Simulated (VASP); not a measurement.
Cd2O:

```
CELL_PARAMETERS angstrom
3.35000 0.00000 0.00000
-1.67500 2.90119 0.00000
0.00000 0.00000 11.17000
ATOMIC_POSITIONS crystal
Cd 0.00000 0.00000 0.00000
Cd 0.33333 0.66667 0.75800
Cd 0.66667 0.33333 0.24200
Cd 0.00000 0.00000 0.50000
O 0.33333 0.66667 0.12100
O 0.66667 0.33333 0.87900
```

* Program: VASP 6.6.1
* Task: relaxation of cell and atoms
* Functional: PBE
* Potentials or basis: VASP PAW PBE potentials, release 64 (Cd, O)
* Cutoff: 600 eV
* k mesh: 6 × 6 × 2
* Occupations: gaussian, width 0.2 eV
* Spin: no spin polarisation

At the start: pressure 0.9 GPa; volume 18.09 Å³/atom.

Task: Where does the relaxation end?

Result: Over 12 steps the energy falls by 64.1 meV/atom and the volume is 17.07 Å³/atom (-5.7 %); space group P-3m1 (No. 164, to 0.1 Å) before and after.

Step by step:
| step | energy change (eV) | largest force (eV/Å) | pressure (GPa) | volume (Å³) |
| --- | --- | --- | --- | --- |
| 1 | 0.0000 | 0.9187 | 0.85 | 108.56 |
| 2 | -0.0704 | 0.5807 | -1.21 | 110.07 |
| 3 | -0.0952 | 0.3554 | -3.16 | 111.75 |
| 4 | -0.1368 | 0.4135 | -2.97 | 110.72 |
| 5 | -0.2354 | 0.5790 | -2.19 | 107.65 |
| 6 | -0.3139 | 0.8135 | 0.52 | 101.54 |
| 7 | -0.3148 | 0.7372 | -0.34 | 103.03 |
| 8 | -0.3170 | 0.7656 | -0.02 | 102.41 |
| 9 | -0.3570 | 0.4975 | 0.36 | 101.80 |
| 10 | -0.3782 | 0.0750 | 1.19 | 100.72 |
| 11 | -0.3790 | 0.1017 | 1.04 | 100.89 |
| 12 | -0.3846 | 0.0253 | -0.33 | 102.41 |

Final structure:
```
Cd O
1.0
     3.40798    0.00000    0.00000
    -1.70399    2.95140    0.00000
     0.00000    0.00000   10.18144
Cd O
4 2
Direct
  0.00000 0.00000 0.00000
  0.33333 0.66667 0.72725
  0.66667 0.33333 0.27275
  0.00000 0.00000 0.50000
  0.33333 0.66667 0.13407
  0.66667 0.33333 0.86593
```

Caveat: the k points lie up to 0.35 Å⁻¹ apart in the final cell, too coarse for converged energies and pressures of a metal.
